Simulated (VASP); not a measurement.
# Pt (I4/mmm) in VASP: a series of runs, part 2 of 2

VASP 6.6.1. Earlier steps stand in the parts before.

**4. Single point, LDA (14.76 Å³/atom)**

This run uses another cell than the first one, of 14.76 Å³/atom.

Contents of INCAR:

```
SYSTEM = Pt
PREC = Accurate
ENCUT = 520
EDIFF = 1E-6
ISMEAR = 0
SIGMA = 0.15
LREAL = .FALSE.
LASPH = .TRUE.
NELM = 80
ALGO = Normal
ISIF = 2
LWAVE = .FALSE.
LCHARG = .FALSE.
NBANDS = 11
```

Contents of KPOINTS:

```
regular mesh
0
G
  22 22 22
  0 0 0
```

Contents of POSCAR:

```
Pt
1.0
    0.0000000000      2.2028387747      1.5206196062
    2.2028387747      0.0000000000      1.5206196062
    2.2028387747      2.2028387747      0.0000000000
Pt
1
Direct
    0.0000000000      0.0000000000      0.0000000000
```

Potentials or basis: VASP PAW LDA potentials, release 64 (Pt).

Command:

```bash
$ cat potpaw_LDA.64/Pt/POTCAR > POTCAR
$ mpirun -np 1 vasp_std > vasp.out
```

OUTCAR:

```text
SYSTEM = Pt
   PREC = Accurate
   ENCUT = 520
   EDIFF = 1E-6
   ISMEAR = 0
   LREAL = .FALSE.
   LASPH = .TRUE.
   NELM = 80
   ISIF = 2

 ion  position               nearest neighbor table
   1  0.000  0.000  0.000-

  LATTYP: Found a body centered tetragonal cell.
 ALAT       =     3.1152844709
 C/A-ratio  =     0.9762316221

  Lattice vectors:

 A1 = (   0.0000000000,  -2.2028387747,  -1.5206196062)
 A2 = (   0.0000000000,   2.2028387747,  -1.5206196062)
 A3 = (   2.2028387747,   0.0000000000,   1.5206196062)

Analysis of symmetry for initial positions (statically):
=====================================================================
 Subroutine PRICEL returns:
 Original cell was already a primitive cell.

 Routine SETGRP: Setting up the symmetry group for a
 body centered tetragonal supercell.

 Subroutine GETGRP returns: Found 16 space group operations
 (whereof 16 operations were pure point group operations)
 out of a pool of 16 trial point group operations.

The static configuration has the point symmetry D_4h.

Analysis of symmetry for dynamics (positions and initial velocities):
=====================================================================
 Subroutine PRICEL returns:
 Original cell was already a primitive cell.

 Routine SETGRP: Setting up the symmetry group for a
 body centered tetragonal supercell.

 Subroutine GETGRP returns: Found 16 space group operations
 (whereof 16 operations were pure point group operations)
 out of a pool of 16 trial point group operations.

The dynamic configuration has the point symmetry D_4h.

 Subroutine INISYM returns: Found 16 space group operations
 (whereof 16 operations are pure point group operations),
 and found     1 'primitive' translations

----------------------------------------------------------------------------------------

                                     Primitive cell

  volume of cell :      14.7576

  direct lattice vectors                    reciprocal lattice vectors
     0.000000000  2.202838775  1.520619606    -0.226979843  0.226979843  0.328813332
     2.202838775  0.000000000  1.520619606     0.226979843 -0.226979843  0.328813332
     2.202838775  2.202838775  0.000000000     0.226979843  0.226979843 -0.328813332

  length of vectors
     2.676711164  2.676711164  3.115284471     0.459519212  0.459519212  0.459519212

  position of ions in fractional coordinates (direct lattice)
     0.000000000  0.000000000  0.000000000

  ion indices of the primitive-cell ions
   primitive index   ion index
                 1           1

----------------------------------------------------------------------------------------

 KPOINTS: regular mesh

Automatic generation of k-mesh.
 Grid dimensions read from file:
 generate k-points for:   22   22   22

 Generating k-lattice:

  Cartesian coordinates                     Fractional coordinates (reciprocal lattice)
    -0.010317266  0.010317266  0.014946061     0.045454545  0.000000000  0.000000000
     0.010317266 -0.010317266  0.014946061     0.000000000  0.045454545  0.000000000
     0.010317266  0.010317266 -0.014946061    -0.000000000 -0.000000000  0.045454545

  Length of vectors
     0.020887237  0.020887237  0.020887237

  Shift w.r.t. Gamma in fractional coordinates (k-lattice)
     0.000000000  0.000000000  0.000000000

 Subroutine IBZKPT returns following result:
 ===========================================

 Found    834 irreducible k-points:

 Following reciprocal coordinates:
            Coordinates               Weight
  0.000000  0.000000  0.000000      1.000000
  0.045455  0.000000  0.000000      8.000000
  0.090909  0.000000  0.000000      8.000000
  0.136364  0.000000  0.000000      8.000000
  0.181818  0.000000  0.000000      8.000000
  0.227273  0.000000  0.000000      8.000000
[... 16 lines left out ...]
  0.500000  0.045455  0.000000      8.000000
 -0.454545  0.045455  0.000000      8.000000
 [... further k-points ...]
   k-points           NKPTS =    834   k-points in BZ     NKDIM =    834   number of bands    NBANDS=     11
   number of dos      NEDOS =    301   number of ions     NIONS =      1
   total plane-waves  NPLWV =   9600
   dimension x,y,z NGX =    20 NGY =   20 NGZ =   24
   dimension x,y,z NGXF=    40 NGYF=   40 NGZF=   48
   ions per type =               1
   NGX,Y,Z   is equivalent  to a cutoff of  12.42, 12.42, 12.81 a.u.
   NGXF,Y,Z  is equivalent  to a cutoff of  24.84, 24.84, 25.62 a.u.
 SYSTEM =  Pt
   PREC   = accura    normal or accurate (medium, high low for compatibility)
   ISTART =      0    job   : 0-new  1-cont  2-samecut
   ICHARG =      2    charge: 1-file 2-atom 10-const
   ISPIN  =      1    spin polarized calculation?
   LNONCOLLINEAR =      F non collinear calculations
   LSORBIT =      F    spin-orbit coupling
   LASPH  =      T    aspherical Exc in radial PAW
   ENCUT  =  520.0 eV  38.22 Ry    6.18 a.u.   4.98  4.98  5.79*2*pi/ulx,y,z
   NELM   =     80;   NELMIN=  2; NELMDL= -5     # of ELM steps
   EDIFF  = 0.1E-05   stopping-criterion for ELM
   LREAL  =      F    real-space projection
   EDIFFG = 0.1E-04   stopping-criterion for IOM
   NSW    =      0    number of steps for IOM
   IBRION =     -1    ionic relax: 0-MD 1-quasi-New 2-CG
   NFREE  =      0    steps in history (QN), initial steepest desc. (CG)
   ISIF   =      2    stress and relaxation
   ISYM   =      2    0-nonsym 1-usesym 2-fastsym
   POTIM  = 0.5000    time-step for ionic-motion
   TEBEG  =    0.0;   TEEND  =   0.0 temperature during run
   PSTRESS=    0.0 pullay stress
   NELECT =      10.0000    total number of electrons
   NUPDOWN=      -1.0000    fix difference up-down
   EMIN   =  10.00;   EMAX   =-10.00  energy-range for DOS
   EFERMI =   0.00;   METHOD = LEGACY
   ISMEAR =     0;   SIGMA  =   0.15  broadening in eV -4-tet -1-fermi 0-gaus
   EFERMI_NEDOS =   21; number of points for ismear=-14 and -15
   IALGO  =     38    algorithm
   IMIX   =      4    mixing-type and parameters
     AMIX     =   0.40;   BMIX     =  1.00
     AMIX_MAG =   1.60;   BMIX_MAG =  1.00
  volume/ion in A,a.u.               =      14.76        99.59
  Fermi-wavevector in a.u.,A,eV,Ry     =   1.437925  2.717284 28.131782  2.067628
  Thomas-Fermi vector in A             =   2.556948
   LORBIT       =      0    0 simple, 1 ext, 2 COOP (PROOUT), +10 PAW based schemes
   GGA     = CA    functional components
   LHFCALC =     F    Hartree Fock is set to
   AEXX    =    0.0000 exact exchange contribution
   IVDW    =     0    specifies the selected vdW correction
   LEPSILON=     F    determine dielectric tensor
   LRPA    =     F    only Hartree local field effects (RPA)
 non-spin polarized calculation
 Gauss-broadening in eV      SIGMA  =   0.15
  energy-cutoff  :      520.00
  volume of cell :       14.76
 maximum number of plane-waves:       411
   NGX =  9   NGY =  9   NGZ = 11

 number of electron      10.0000001 magnetization

 Free energy of the ion-electron system (eV)
  ---------------------------------------------------
  ext. energy  EPLUGINS =         0.00000000
  ---------------------------------------------------
  free energy    TOTEN  =        -7.39244726 eV

  energy without entropy =       -7.38062621  energy(sigma->0) =       -7.38653673

 E-fermi :  11.3047     XC(G=0): -13.8084

 val. band max:       11.3022354960   @ k =  -0.4545   0.3636   0.1818
 cond. band min:      11.3060314737   @ k =  -0.0455   0.3636   0.3182
 fundamental gap:      0.0037959777
 Fermi energy:        11.3047338335

 k-point     1 :       0.0000    0.0000    0.0000
  band No.  band energies     occupation
      1       1.0854      2.00000
      2       7.2873      2.00000
      3       7.5170      2.00000
      4       7.5170      2.00000
      5      10.0742      2.00000
      6      10.3834      2.00000
      7      28.1967      0.00000
      8      28.1967      0.00000
      9      28.6907      0.00000
     10      39.1888      0.00000
     11      39.4812      0.00000
[... 309 lines left out ...]
 k-point    24 :      -0.4545    0.0455    0.0000
  band No.  band energies     occupation
      1       4.1600      2.00000
      2       5.8783      2.00000
      3       9.7769      2.00000
      4      10.0521      2.00000
      5      11.8408      0.00000
      6      12.3762      0.00000
      7      18.8736      0.00000
      8      24.7912      0.00000
      9      27.5889      0.00000
     10      35.6227      0.00000
     11      37.2405      0.00000

 [... further k-points ...]

------------------------ aborting loop because EDIFF is reached ----------------------------------------

  FORCE on cell =-STRESS in cart. coord.  units (eV):
  Direction    XX          YY          ZZ          XY          YZ          ZX
  --------------------------------------------------------------------------------------
  -------------------------------------------------------------------------------------
  Total        0.4727061      0.4727061      0.1924059      0.0000000     -0.0000000     -0.0000000
  in kB       51.3199026     51.3199026     20.8887786      0.0000000     -0.0000000     -0.0000000
  external PRESSURE =      41.1761946 kB  Pullay stress =       0.0000000 kB

 VOLUME and BASIS-vectors are now :
 -----------------------------------------------------------------------------
  energy-cutoff  :      520.00
  volume of cell :       14.76
      direct lattice vectors                 reciprocal lattice vectors
     0.000000000  2.202838775  1.520619606    -0.226979843  0.226979843  0.328813332
     2.202838775  0.000000000  1.520619606     0.226979843 -0.226979843  0.328813332
     2.202838775  2.202838775  0.000000000     0.226979843  0.226979843 -0.328813332

 POSITION                                       TOTAL-FORCE (eV/Angst)
 -----------------------------------------------------------------------------------
      0.00000      0.00000      0.00000         0.000000      0.000000      0.000000
 -----------------------------------------------------------------------------------
    total drift:                                0.000000     -0.000000      0.000000

  FREE ENERGIE OF THE ION-ELECTRON SYSTEM (eV)
  ---------------------------------------------------
  free  energy   TOTEN  =        -7.3924472577 eV

  energy  without entropy=       -7.3806262077  energy(sigma->0) =       -7.38653673
```

Wall time 78 s (1 thread of Intel Xeon 8259CL, shared host); peak memory 0.24 GiB.

Results:

```
Free energy            : -7.3924 eV
Pressure               : 4.1 GPa
Band gap on the k mesh : zero (bands 5 and 6 overlap by 2.40 eV)
```

Caveat: the cell stands under pressure; spin-orbit coupling is left out, which moves the levels of the heavy elements.

**5. Single point, LDA (15.20 Å³/atom)**

This run uses another cell than the first one, of 15.20 Å³/atom.

Contents of INCAR:

```
SYSTEM = Pt
ALGO = Normal
EDIFF = 1E-6
ENCUT = 520
ISIF = 2
ISMEAR = 0
LASPH = .True.
LCHARG = .False.
LREAL = .False.
LWAVE = .False.
NBANDS = 11
NELM = 60
PREC = Accurate
SIGMA = 0.15
```

Contents of KPOINTS:

```
k-points
0
Gamma
  22 22 22
  0 0 0
```

Contents of POSCAR:

```
Pt
1.0
    0.0000000000      2.1792816132      1.6002464886
    2.1792816132      0.0000000000      1.6002464886
    2.1792816132      2.1792816132      0.0000000000
Pt
1
Direct
    0.0000000000      0.0000000000      0.0000000000
```

Command:

```bash
$ cat potpaw_LDA.64/Pt/POTCAR > POTCAR
$ mpirun -np 1 vasp_std > vasp.out
```

Wall time 94 s (1 thread of Intel Xeon 8259CL, shared host); peak memory 0.25 GiB.

The run converged. Its results:

* Free energy: -7.3945 eV
* Pressure: -4.6 GPa
* Band gap on the k mesh: zero (bands 5 and 6 overlap by 2.31 eV)

Stress tensor (GPa, compression positive):
```
-5.88  0.00  0.00
 0.00 -5.88  0.00
 0.00  0.00 -2.05
```

Levels at points of the mesh, in eV from the Fermi level:
```tsv
k point	band 2	band 3	band 4	band 5	band 6	band 7	band 8	band 9
(0.00, 0.00, 0.00)	-3.80	-3.80	-3.47	-1.25	-0.83	16.60	17.32	17.32
(0.50, 0.00, 0.00)	-5.09	-1.43	-0.66	0.07	1.11	6.53	13.40	16.43
(0.50, 0.50, 0.00)	-6.44	0.51	0.62	0.62	6.98	8.12	8.12	13.26
(0.50, 0.00, 0.50)	-5.45	-0.93	-0.54	0.33	1.19	6.87	12.99	15.52
```

Caveat: the cell stands under tension; spin-orbit coupling is left out, which moves the levels of the heavy elements.

**6. Single point, LDA (14.31 Å³/atom)**

This run uses another cell than the first one, of 14.31 Å³/atom.

Contents of INCAR:

```
ALGO = Normal
EDIFF = 1E-7
ENCUT = 520
ISIF = 2
ISMEAR = 0
LASPH = T
LCHARG = T
LELF = T
LREAL = F
LVHAR = T
LWAVE = F
NBANDS = 11
NELM = 80
PREC = Accurate
SIGMA = 0.15
```

Contents of KPOINTS:

```
k-points
0
Gamma
  22 22 22
```

Contents of POSCAR:

```
Pt
1.0
    0.0000000000      2.1805924016      1.5052629348
    2.1805924016      0.0000000000      1.5052629348
    2.1805924016      2.1805924016      0.0000000000
Pt
1
Direct
    0.0000000000      0.0000000000      0.0000000000
```

Potentials or basis: VASP PAW LDA potentials, release 64 (Pt).

Command:

```bash
$ cat potpaw_LDA.64/Pt/POTCAR > POTCAR
$ mpirun -np 1 vasp_std > vasp.out
```

OUTCAR:

```text
EDIFF = 1E-7
   ENCUT = 520
   ISIF = 2
   ISMEAR = 0
   LASPH = T
   LREAL = F
   NELM = 80
   PREC = Accurate

 ion  position               nearest neighbor table
   1  0.000  0.000  0.000-

  LATTYP: Found a body centered tetragonal cell.
 ALAT       =     3.0838233484
 C/A-ratio  =     0.9762316221

  Lattice vectors:

 A1 = (   0.0000000000,  -2.1805924016,  -1.5052629348)
 A2 = (   0.0000000000,   2.1805924016,  -1.5052629348)
 A3 = (   2.1805924016,   0.0000000000,   1.5052629348)

Analysis of symmetry for initial positions (statically):
=====================================================================
 Subroutine PRICEL returns:
 Original cell was already a primitive cell.

 Routine SETGRP: Setting up the symmetry group for a
 body centered tetragonal supercell.

 Subroutine GETGRP returns: Found 16 space group operations
 (whereof 16 operations were pure point group operations)
 out of a pool of 16 trial point group operations.

The static configuration has the point symmetry D_4h.

Analysis of symmetry for dynamics (positions and initial velocities):
[... 164 lines left out ...]
 k-point     1 :       0.0000    0.0000    0.0000
  band No.  band energies     occupation
      1       1.3509      2.00000
      2       7.6956      2.00000
      3       7.9363      2.00000
      4       7.9363      2.00000
      5      10.6063      2.00000
      6      10.9319      2.00000
      7      28.7579      0.00000
      8      28.7579      0.00000
      9      29.2626      0.00000
     10      40.1548      0.00000
     11      40.4805      0.00000
[... 309 lines left out ...]
 k-point    24 :      -0.4545    0.0455    0.0000
  band No.  band energies     occupation
      1       4.4412      2.00000
      2       6.2160      2.00000
      3      10.2820      2.00000
      4      10.5889      2.00000
      5      12.4141      0.00000
      6      13.0438      0.00000
      7      19.7642      0.00000
      8      25.3967      0.00000
      9      28.4673      0.00000
     10      36.3979      0.00000
     11      38.3486      0.00000

 [... further k-points ...]

------------------------ aborting loop because EDIFF is reached ----------------------------------------

  FORCE on cell =-STRESS in cart. coord.  units (eV):
  Direction    XX          YY          ZZ          XY          YZ          ZX
  --------------------------------------------------------------------------------------
  -------------------------------------------------------------------------------------
  Total        1.3985193      1.3985193      1.1066581      0.0000000     -0.0000000     -0.0000000
  in kB      156.5264307    156.5264307    123.8604631      0.0000000     -0.0000000     -0.0000000
  external PRESSURE =     145.6377748 kB  Pullay stress =       0.0000000 kB

 VOLUME and BASIS-vectors are now :
 -----------------------------------------------------------------------------
  energy-cutoff  :      520.00
  volume of cell :       14.31
      direct lattice vectors                 reciprocal lattice vectors
     0.000000000  2.180592402  1.505262935    -0.229295489  0.229295489  0.332167881
     2.180592402  0.000000000  1.505262935     0.229295489 -0.229295489  0.332167881
     2.180592402  2.180592402  0.000000000     0.229295489  0.229295489 -0.332167881

 POSITION                                       TOTAL-FORCE (eV/Angst)
 -----------------------------------------------------------------------------------
      0.00000      0.00000      0.00000         0.000000      0.000000     -0.000000
 -----------------------------------------------------------------------------------
    total drift:                               -0.000000     -0.000000      0.000000

  FREE ENERGIE OF THE ION-ELECTRON SYSTEM (eV)
  ---------------------------------------------------
  free  energy   TOTEN  =        -7.3667017969 eV

  energy  without entropy=       -7.3554195656  energy(sigma->0) =       -7.36106068
```

OSZICAR:

```text
N       E                     dE             d eps       ncg     rms          rms(c)
DAV:   1     0.391907345542E+02    0.39191E+02   -0.54153E+03 18692   0.852E+02
DAV:   2    -0.716032443028E+01   -0.46351E+02   -0.44484E+02 20930   0.180E+02
DAV:   3    -0.776781343186E+01   -0.60749E+00   -0.60551E+00 21623   0.196E+01
DAV:   4    -0.777005173084E+01   -0.22383E-02   -0.22382E-02 21341   0.139E+00
DAV:   5    -0.777006789965E+01   -0.16169E-04   -0.16169E-04 21768   0.109E-01    0.150E+01
DAV:   6    -0.741972106371E+01    0.35035E+00   -0.71209E-01 19794   0.670E+00    0.781E+00
DAV:   7    -0.737146460999E+01    0.48256E-01   -0.14612E-01 21183   0.294E+00    0.255E+00
DAV:   8    -0.736686310566E+01    0.46015E-02   -0.69587E-03 20070   0.796E-01    0.536E-01
DAV:   9    -0.736669833196E+01    0.16477E-03   -0.12248E-04 21180   0.107E-01    0.100E-02
DAV:  10    -0.736670177298E+01   -0.34410E-05   -0.20737E-06 21767   0.101E-02    0.202E-03
DAV:  11    -0.736670179689E+01   -0.23912E-07   -0.36207E-08 19593   0.175E-03
   1 F= -.73667018E+01 E0= -.73610607E+01  d E =-.112822E-01
```

stdout:

```text
POSCAR found type information on POSCAR Pt
 POSCAR found :  1 types and       1 ions
 scaLAPACK will be used
 LDA part: xc-table for (Slater(with rela. corr.)+CA(PZ))
 , standard interpolation
 POSCAR, INCAR and KPOINTS ok, starting setup
 FFT: planning ... GRIDC
 FFT: planning ... GRID_SOFT
 FFT: planning ... GRID
 WAVECAR not read
 entering main loop
```

Run time: 2.4 min. Hardware: 1 thread of Intel Xeon 8259CL, shared host; peak memory 0.24 GiB.

Results:

```yaml
Free_energy: -7.3667 eV
Pressure: 14.6 GPa
Band_gap_on_the_k_mesh: zero (bands 5 and 6 overlap by 2.54 eV)
```

Stress tensor (GPa, compression positive):
```
15.65  0.00  0.00
 0.00 15.65  0.00
 0.00  0.00 12.39
```

Levels at points of the mesh, in eV from the Fermi level:
```
           k point  band 1  band 2  band 3  band 4  band 5  band 6  band 7  band 8  band 9  band 10
(0.00, 0.00, 0.00)  -10.55   -4.21   -3.97   -3.97   -1.30   -0.97   16.86   16.86   17.36    28.25
(0.50, 0.00, 0.00)   -7.56   -5.80   -1.25   -0.63    0.04    1.32    7.30   13.16   16.45    24.65
(0.50, 0.50, 0.00)   -7.10   -7.09    0.65    0.65    0.73    7.64    7.64    8.40   14.25    20.34
(0.50, 0.00, 0.50)   -7.58   -5.55   -1.54   -0.80   -0.14    1.27    7.07   13.41   17.06    24.03
```

Caveat: the cell stands under pressure; spin-orbit coupling is left out, which moves the levels of the heavy elements.

**7. The runs side by side**

```tsv
cell	gap on the mesh (eV)	pressure (GPa)
a = 2.729, b = 2.729, c = 3.176 Å, angles 54.4, 54.4, 71.2°, 1 atom	none	-11.7
a = 2.650, b = 2.650, c = 3.021 Å, angles 55.3, 55.3, 69.5°, 1 atom	none	14.5
a = 2.677, b = 2.677, c = 3.115 Å, angles 54.4, 54.4, 71.2°, 1 atom	none	4.1
a = 2.704, b = 2.704, c = 3.082 Å, angles 55.3, 55.3, 69.5°, 1 atom	none	-4.6
a = 2.650, b = 2.650, c = 3.084 Å, angles 54.4, 54.4, 71.2°, 1 atom	none	14.6
```

Alike in all rows: task single point; level LDA; potentials or basis VASP PAW LDA potentials, release 64 (Pt); no spin polarisation; k mesh 22 × 22 × 22; cutoff (eV) 520; smearing gaussian 0.15 eV.

Caveats: spin-orbit coupling is left out, which moves the levels of the heavy elements; the cell stands under pressure (at least some runs); the cell stands under tension (at least some runs).

Absolute energies hang on the potentials; compare differences alone.
